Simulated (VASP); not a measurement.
Input of a VASP 6.6.1 run:

INCAR

```
SYSTEM = AlNi
PREC = Accurate ; ENCUT = 520
EDIFF = 1E-6 ; ISMEAR = 0
SIGMA = 0.15 ; LREAL = .False.
LASPH = .True. ; NELM = 80
ALGO = Fast ; ISIF = 2
LWAVE = .False. ; LCHARG = .False.
GGA = PE ; NBANDS = 14
```

Contents of KPOINTS:

```
regular mesh
0
Gamma
  16 16 16
  0 0 0
```

Contents of POSCAR:

```
AlNi
1.0
    2.0766483773     -2.0766140125      0.0000000000
    2.0766483773      2.0766140125      0.0000000000
    0.0000000000      0.0000000000      2.9004437058
Al Ni
1 1
Direct
    0.0000000000      0.0000000000      0.0000000000
    0.5000000000      0.5000000000      0.5000000000
```

Potentials or basis: VASP PAW PBE potentials, release 64 (Al, Ni).

The run is started by

```sh
$ cat potpaw_PBE.64/Al/POTCAR potpaw_PBE.64/Ni/POTCAR > POTCAR
$ mpirun -np 1 vasp_std > vasp.out
```

(1) Predict the band gap on the k mesh.

(2) Predict the pressure.

## Answers

(1) zero (an odd number of electrons rules out a gap without spin polarisation).

(2) -4.9 GPa.

Caveat: the cell stands under tension.
